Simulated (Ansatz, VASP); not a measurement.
## SrO: VASP beside Ansatz

```
Sr O
1.0
     3.67348    0.00000    0.00000
     0.00000    3.67348    0.00000
     0.00000    0.00000    5.19508
Sr O
2 2
Direct
  0.00000 0.00000 0.00000
  0.50000 0.50000 0.50000
  0.50000 0.50000 0.00000
  0.00000 0.00000 0.50000
```

Alike in both runs: task single point; functional PBE; k mesh 6 × 6 × 6; occupations gaussian, width 0.02 eV; no spin polarisation.

|  | VASP | Ansatz |
| --- | --- | --- |
| version | VASP 6.6.1 | Ansatz 0.2.0 |
| potentials or method | VASP PAW PBE potentials, release 64 (Sr_sv, O), cutoff 600 eV | scalar-relativistic, plane waves, PAW |
| valence electrons in the cell | 32 | 32 |

Ansatz gave:

```
gap on the k mesh at the Fermi level (eV) : 3.33
least direct gap on the mesh (eV)         : 3.33
pressure (GPa)                            : 0.0
```

Task: Which values does VASP return?

Result: gap on the k mesh at the Fermi level (eV): 3.28; least direct gap on the mesh (eV): 3.28; pressure (GPa): 0.4.
